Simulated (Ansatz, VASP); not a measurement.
Ni in VASP and in Ansatz

Contents of INCAR:

```
SYSTEM = Ni
  ALGO = Normal
  EDIFF = 1E-8
  ENCUT = 520
  GGA = PE
  ISIF = 2
  ISMEAR = -1
  ISPIN = 2
  LASPH = .True.
  LCHARG = .False.
  LEFG = .True.
  LMAXMIX = 4
  LORBIT = 11
  LREAL = .False.
  LWAVE = .False.
  MAGMOM = 1.5
  NBANDS = 15
  NELM = 150
  PREC = Accurate
  SIGMA = 0.05
```

KPOINTS

```
k-points
0
Gamma
  20 20 20
  0 0 0
```

The input POSCAR:

```
Ni
1.0
    0.0000000000      1.7440558547      1.7440558547
    1.7440558547      0.0000000000      1.7440558547
    1.7440558547      1.7440558547      0.0000000000
Ni
1
Direct
    0.0000000000      0.0000000000      0.0000000000
```

Input for Ansatz:

```yaml
crystal:
  lattice:
    - [0.0, 1.7440558547, 1.7440558547]
    - [1.7440558547, 0.0, 1.7440558547]
    - [1.7440558547, 1.7440558547, 0.0]
  atoms:
    - { symbol: Ni, position: [0.0, 0.0, 0.0], spin: 1.5 }
magnetization:
  spin_polarized: true
kpoints:
  mp_grid: { grid: [20, 20, 20] }
scf:
  occupations: { method: fermi_dirac, width: 0.05 }
hamiltonian:
  xc: pbe
  pseudopotentials: { kind: all_electron, datasets: crystal }
output:
  forces: true
  stress: true
  eigenvalues: true
  efg: { contact_densities: true }
```

Change from the starting cell: volume scaled by 0.96, crystal datasets.

Alike in both runs: task electric field gradients; functional PBE; k mesh 20 × 20 × 20; occupations fermi-dirac, width 0.05 eV; collinear spin.

|  | VASP | Ansatz |
| --- | --- | --- |
| version | VASP 6.6.1 | Ansatz 0.2.0 |
| potentials or method | VASP PAW PBE potentials, release 64 (Ni), cutoff 520 eV | all-electron PAW with datasets made for the crystal, scalar-relativistic |

```csv
,VASP,Ansatz,Ansatz less VASP
pressure (GPa),5.5,5.6,+0.11
net moment per atom (μB),0.62,0.63,+0.010
size of the moment on the site where the two differ most (μB),0.63,0.67,+0.039
```

Site moments also hang on the region over which each program counts them. Ansatz ran all-electron here, and VASP with PAW potentials. Ansatz's warnings: printed levels off.
